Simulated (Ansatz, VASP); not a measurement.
# AlN in VASP and in Ansatz

```xyz
4
Lattice="3.2587 0.0000 0.0000 -1.6293 2.8221 0.0000 0.0000 0.0000 4.3260" Properties=species:S:1:pos:R:3 pbc="T T T"
Al    0.0000    1.8814    3.2445
Al    1.6293    0.9407    1.0815
N     0.0000    1.8814    1.0815
N     1.6293    0.9407    3.2445
```

Alike in both runs: task single point; functional LDA; k mesh 12 × 12 × 6; occupations fermi-dirac, width 0.2 eV; no spin polarisation.

|  | VASP | Ansatz |
| --- | --- | --- |
| version | VASP 6.6.1 | Ansatz 0.2.0 |
| potentials or method | VASP PAW LDA potentials, release 64 (Al, N), cutoff 600 eV | scalar-relativistic, plane waves, PAW |
| valence electrons in the cell | 16 | 16 |

Ansatz gave:

```
gap on the k mesh at the Fermi level (eV)                     : 3.16
least direct gap on the mesh (eV)                             : 3.16
pressure (GPa)                                                : -6.5
traceless stress, the component that is largest in VASP (GPa) : -5.23
```

Q: Which values does VASP return?

A: gap on the k mesh at the Fermi level (eV): 3.17; least direct gap on the mesh (eV): 3.17; pressure (GPa): -6.1; traceless stress, the component that is largest in VASP (GPa): -5.59.

LDA's correlation is that of Perdew and Zunger in VASP and of Perdew and Wang (1992) in Ansatz.
